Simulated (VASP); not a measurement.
The system is VRu.

```
CELL_PARAMETERS angstrom
2.99000 0.00000 0.00000
0.00000 2.99000 0.00000
0.00000 0.00000 2.99000
ATOMIC_POSITIONS crystal
V 0.50000 0.50000 0.50000
Ru 0.00000 0.00000 0.00000
```

Program: VASP 6.6.1. Alike in all runs: task single point; level LDA; potentials or basis VASP PAW LDA potentials, release 64 (V_sv, Ru_pv); cell as given; k mesh 10 × 10 × 10; cutoff (eV) 520; smearing fermi-dirac 0.05 eV.

Q: Order these runs on this cell by their pressure, lowest first.
A. spin collinear, zero start; fixed moment (μB) 0.0
B. spin collinear, ferromagnetic start; fixed moment (μB) 1.5
C. spin collinear, ferromagnetic start; fixed moment (μB) 1.8

A: A (-10.5 GPa), B (-6.2 GPa), C (-4.7 GPa).

Caveats: the total moment is fixed, so each spin has its own Fermi level.
